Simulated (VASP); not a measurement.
# SiO2 (P4_2/mnm) in VASP: elastic constants with PBE

Aim: the elastic constants of SiO2 with PBE.

Program: VASP 6.6.1. These are calculated values, not measurements. Logs are shortened: lines on timing, memory, paths and dates and some standing lists are left out, and cuts for length are marked.

## 1. The cell of the first run

The structure is tetragonal, space group P4_2/mnm (No. 136). The conventional cell has a = 4.236 Å, b = 4.236 Å, c = 2.690 Å, α = 90.00°, β = 90.00°, γ = 90.00°. Within 2.4 Å of Si (site symmetry mmm) lie 6 O at 1.77 to 1.84 Å. O (site symmetry m2m) has 3 Si at 1.77 to 1.84 Å and 1 O at 2.31 Å within 2.4 Å.

## 2. Elastic constants, PBE

Contents of INCAR:

```
SYSTEM = SiO2
PREC = Accurate
ENCUT = 600
EDIFF = 1E-8
ISMEAR = 0
SIGMA = 0.01
LREAL = .False.
LASPH = .True.
NELM = 100
ALGO = Normal
ISIF = 3
LWAVE = .False.
LCHARG = .False.
GGA = PE
NBANDS = 25
IBRION = 6
NFREE = 2
POTIM = 0.015
NSW = 1
```

Contents of KPOINTS:

```
Automatic mesh
0
Gamma
  6 6 8
  0 0 0
```

Contents of POSCAR:

```
SiO2
1.0
    4.2361884946      0.0000000000      0.0000000000
    0.0000000000      4.2361884946      0.0000000000
    0.0000000000      0.0000000000      2.6904405519
Si O
2 4
Direct
    0.0000000000      0.0000000000      0.5000000000
    0.5000000000      0.5000000000      0.0000000000
    0.3069841186      0.3069841186      0.5000000000
    0.1930158814      0.8069841186      0.0000000000
    0.6930158814      0.6930158814      0.5000000000
    0.8069841186      0.1930158814      0.0000000000
```

Potentials or basis: VASP PAW PBE potentials, release 64 (Si, O).

The run is started by

```sh
> cat potpaw_PBE.64/Si/POTCAR potpaw_PBE.64/O/POTCAR > POTCAR
> mpirun -np 1 vasp_std > vasp.out
```

OUTCAR:

```text
SYSTEM = SiO2
   PREC = Accurate
   ENCUT = 600
   EDIFF = 1E-8
   ISMEAR = 0
   LREAL = .False.
   LASPH = .True.
   NELM = 100
   ISIF = 3
   GGA = PE
   IBRION = 6
   NFREE = 2
   POTIM = 0.015
   NSW = 1

 ion  position               nearest neighbor table
   1  0.000  0.000  0.500-   4 1.77   6 1.77   4 1.77   6 1.77   5 1.84   3 1.84
   2  0.500  0.500  0.000-   3 1.77   5 1.77   3 1.77   5 1.77   4 1.84   6 1.84
   3  0.307  0.307  0.500-   2 1.77   2 1.77   1 1.84
   4  0.193  0.807  0.000-   1 1.77   1 1.77   2 1.84
   5  0.693  0.693  0.500-   2 1.77   2 1.77   1 1.84
   6  0.807  0.193  0.000-   1 1.77   1 1.77   2 1.84

  LATTYP: Found a simple tetragonal cell.
 ALAT       =     4.2361884946
 C/A-ratio  =     0.6351087907

  Lattice vectors:

 A1 = (   4.2361884946,   0.0000000000,   0.0000000000)
 A2 = (   0.0000000000,   4.2361884946,   0.0000000000)
 A3 = (   0.0000000000,   0.0000000000,   2.6904405519)

Analysis of symmetry for initial positions (statically):
=====================================================================
 Subroutine PRICEL returns:
 Original cell was already a primitive cell.

 Routine SETGRP: Setting up the symmetry group for a
 simple tetragonal supercell.

 Subroutine GETGRP returns: Found 16 space group operations
 (whereof  8 operations were pure point group operations)
 out of a pool of 16 trial point group operations.

The static configuration has the point symmetry D_2h.
 The point group associated with its full space group is D_4h.

Analysis of symmetry for dynamics (positions and initial velocities):
=====================================================================
 Subroutine PRICEL returns:
 Original cell was already a primitive cell.

 Routine SETGRP: Setting up the symmetry group for a
 simple tetragonal supercell.

 Subroutine GETGRP returns: Found 16 space group operations
 (whereof  8 operations were pure point group operations)
 out of a pool of 16 trial point group operations.

The dynamic configuration has the point symmetry D_2h.
 The point group associated with its full space group is D_4h.

 Subroutine INISYM returns: Found 16 space group operations
 (whereof  8 operations are pure point group operations),
 and found     1 'primitive' translations

----------------------------------------------------------------------------------------

                                     Primitive cell

  volume of cell :      48.2807

  direct lattice vectors                    reciprocal lattice vectors
     4.236188495  0.000000000  0.000000000     0.236061262  0.000000000  0.000000000
     0.000000000  4.236188495  0.000000000     0.000000000  0.236061262  0.000000000
     0.000000000  0.000000000  2.690440552     0.000000000  0.000000000  0.371686339

  length of vectors
     4.236188495  4.236188495  2.690440552     0.236061262  0.236061262  0.371686339

  position of ions in fractional coordinates (direct lattice)
     0.000000000  0.000000000  0.500000000
     0.500000000  0.500000000  0.000000000
     0.306984119  0.306984119  0.500000000
     0.193015881  0.806984119  0.000000000
     0.693015881  0.693015881  0.500000000
     0.806984119  0.193015881  0.000000000

  ion indices of the primitive-cell ions
   primitive index   ion index
[... 131 lines left out ...]

  FORCE on cell =-STRESS in cart. coord.  units (eV):
  Direction    XX          YY          ZZ          XY          YZ          ZX
  --------------------------------------------------------------------------------------
  -------------------------------------------------------------------------------------
  Total       -0.1413887     -0.1413887      0.0404474      0.0000000      0.0000000      0.0000000
  in kB       -4.6919282     -4.6919282      1.3422301      0.0000000      0.0000000      0.0000000
  external PRESSURE =      -2.6805421 kB  Pullay stress =       0.0000000 kB
[... 101 lines left out ...]
  FREE ENERGIE OF THE ION-ELECTRON SYSTEM (eV)
  ---------------------------------------------------
  free  energy   TOTEN  =       -46.3163998989 eV

  energy  without entropy=      -46.3163998989  energy(sigma->0) =      -46.31639990

[... ionic steps 4 to 18 ...]

--------------------------------------- Ionic step       19  -------------------------------------------

 number of electron      32.0000007 magnetization

------------------------ aborting loop because EDIFF is reached ----------------------------------------
[... 75 lines left out ...]
--------------------------------------- Ionic step       21  -------------------------------------------

 number of electron      32.0000009 magnetization

 Free energy of the ion-electron system (eV)
  ---------------------------------------------------
  ext. energy  EPLUGINS =         0.00000000
  ---------------------------------------------------
  free energy    TOTEN  =       -46.32888117 eV

  energy without entropy =      -46.32888117  energy(sigma->0) =      -46.32888117

 E-fermi :   7.8789     XC(G=0): -12.0792

 val. band max:        7.7282101519   @ k =   0.0000   0.0000   0.0000
 cond. band min:      12.7531451035   @ k =   0.0000   0.0000   0.0000
 fundamental gap:      5.0249349516
 Fermi energy:         7.8788869046

 k-point     1 :       0.0000    0.0000    0.0000
  band No.  band energies     occupation
      1     -14.4815      2.00000
      2     -11.0223      2.00000
      3     -11.0220      2.00000
      4     -10.8648      2.00000
      5      -2.8771      2.00000
      6       1.4951      2.00000
[... 661 lines left out ...]
     24      20.5013      0.00000
     25      21.2766      0.00000

 [... further k-points ...]

------------------------ aborting loop because EDIFF is reached ----------------------------------------

  FORCE on cell =-STRESS in cart. coord.  units (eV):
  Direction    XX          YY          ZZ          XY          YZ          ZX
  --------------------------------------------------------------------------------------
  -------------------------------------------------------------------------------------
  Total       -0.1355826     -0.1355826      0.0440978      0.0037282     -0.0355536     -0.0355536
  in kB       -4.4992557     -4.4992557      1.4633681      0.1237204     -1.1798306     -1.1798308
  external PRESSURE =      -2.5117144 kB  Pullay stress =       0.0000000 kB
[... 21 lines left out ...]
  FREE ENERGIE OF THE ION-ELECTRON SYSTEM (eV)
  ---------------------------------------------------
  free  energy   TOTEN  =       -46.3288811676 eV

  energy  without entropy=      -46.3288811676  energy(sigma->0) =      -46.32888117

 INTERNAL STRAIN TENSORS FROM STRAINED CELLS
 ============================================

 INTERNAL STRAIN TENSOR FOR ION    1 for displacements in x,y,z  (eV/Angst):
          X           Y           Z          XY          YZ          ZX
  --------------------------------------------------------------------------------
  x     0.00000     0.00000     0.00000    -0.00000     0.00000     0.00000
  y    -0.00000    -0.00000     0.00000    -0.00000     0.00000     0.00000
  z     0.00000     0.00000    -0.00000     0.00000     0.00000     0.00000

 INTERNAL STRAIN TENSORS FROM DISPLACED ATOMS
 ============================================

 INTERNAL STRAIN TENSOR FOR ION    1 for displacements in x,y,z  (eV/Angst):
          X           Y           Z          XY          YZ          ZX
  --------------------------------------------------------------------------------
  x     0.00000     0.00000     0.00000     0.00000     0.00000     0.00000
  y     0.00000     0.00000     0.00000     0.00000     0.00000     0.00000
  z     0.00000     0.00000     0.00000     0.00000     0.00000     0.00000

 INTERNAL STRAIN TENSOR FOR ION    6 for displacements in x,y,z  (eV/Angst):
          X           Y           Z          XY          YZ          ZX
  --------------------------------------------------------------------------------
  x     9.71810     5.06414     0.02734    -2.59380     0.00000     0.00000
  y    -5.06414    -9.71810    -0.02734     2.59380     0.00000     0.00000
  z     0.00000     0.00000     0.00000     0.00000    -2.36907     2.36907

 Eigenvectors and eigenvalues of the dynamical matrix
 ----------------------------------------------------

   1 f  =   27.119939 THz   170.399603 2PiTHz  904.623798 cm-1   112.159006 meV
             X         Y         Z           dx          dy          dz
      0.000000  0.000000  1.345220     0.000000   -0.000000   -0.000000
      2.118094  2.118094  0.000000    -0.000000    0.000000   -0.000000
      1.300443  1.300443  1.345220    -0.353553   -0.353553    0.000000
      0.817652  3.418537  0.000000    -0.353553    0.353553   -0.000000
      2.935746  2.935746  1.345220     0.353553    0.353553   -0.000000
      3.418537  0.817652  0.000000     0.353553   -0.353553    0.000000
[... 145 lines left out ...]
  18 f/i=    0.003854 THz     0.024216 2PiTHz    0.128556 cm-1     0.015939 meV
             X         Y         Z           dx          dy          dz
      0.000000  0.000000  1.345220     0.000000   -0.000000    0.483331
      2.118094  2.118094  0.000000     0.000000   -0.000000    0.483331
      1.300443  1.300443  1.345220     0.000000   -0.000000    0.364959
      0.817652  3.418537  0.000000     0.000000   -0.000000    0.364959
      2.935746  2.935746  1.345220     0.000000   -0.000000    0.364959
      3.418537  0.817652  0.000000     0.000000   -0.000000    0.364959

--------------------------------------------------------------------------------------------------------

 ELASTIC MODULI CONTR FROM IONIC RELAXATION (kBar)
 Direction    XX          YY          ZZ          XY          YZ          ZX
 --------------------------------------------------------------------------------
 XX        -964.2802     13.7861     -1.7581     -0.0000     -0.0000     -0.0000
 YY          13.7861   -964.2802     -1.7581      0.0000     -0.0000     -0.0000
 ZZ          -1.7581     -1.7581     -0.0065      0.0000     -0.0000     -0.0000
 XY          -0.0000      0.0000     -0.0000    -37.0940      0.0000      0.0000
 YZ          -0.0000     -0.0000     -0.0000      0.0000    -40.2894     -0.0000
 ZX          -0.0000     -0.0000     -0.0000      0.0000     -0.0000    -40.2894
 --------------------------------------------------------------------------------

 TOTAL ELASTIC MODULI (kBar)
 Direction    XX          YY          ZZ          XY          YZ          ZX
 --------------------------------------------------------------------------------
 XX        3865.3635   1606.3245   1743.7064     -0.0000     -0.0000     -0.0000
 YY        1606.3245   3865.3635   1743.7064      0.0000     -0.0000     -0.0000
 ZZ        1743.7064   1743.7064   6925.4420      0.0000     -0.0000     -0.0000
 XY          -0.0000      0.0000     -0.0000   2844.1195      0.0000      0.0000
 YZ          -0.0000     -0.0000     -0.0000      0.0000   2283.1847     -0.0000
 ZX          -0.0000     -0.0000     -0.0000      0.0000     -0.0000   2283.1847
 --------------------------------------------------------------------------------
```

It took 32 min on 1 thread of Oxide Virtual Turin-like, shared host; peak memory 0.37 GiB.

What came out:

| Property | Result |
| --- | --- |
| Voigt bulk modulus | 276 GPa |
| Highest phonon frequency at Γ, LO-TO splitting left out | 905 cm⁻¹ |

Phonon frequencies in cm⁻¹ (negative: imaginary):
| q point | frequencies |
| --- | --- |
| (0.000, 0.000, 0.000) | 0 0 0 224 372 429 429 534 534 561 561 574 633 720 727 798 798 905 |

Elastic tensor in Voigt notation (GPa, in the Cartesian axes of the cell as first typed):
```
387 161 174   0   0   0
161 387 174   0   0   0
174 174 693   0   0   0
  0   0   0 228   0   0
  0   0   0   0 228   0
  0   0   0   0   0 284
```

Clamped-ion elastic tensor (GPa):
```
483 159 175   0   0   0
159 483 175   0   0   0
175 175 693   0   0   0
  0   0   0 232   0   0
  0   0   0   0 232   0
  0   0   0   0   0 288
```
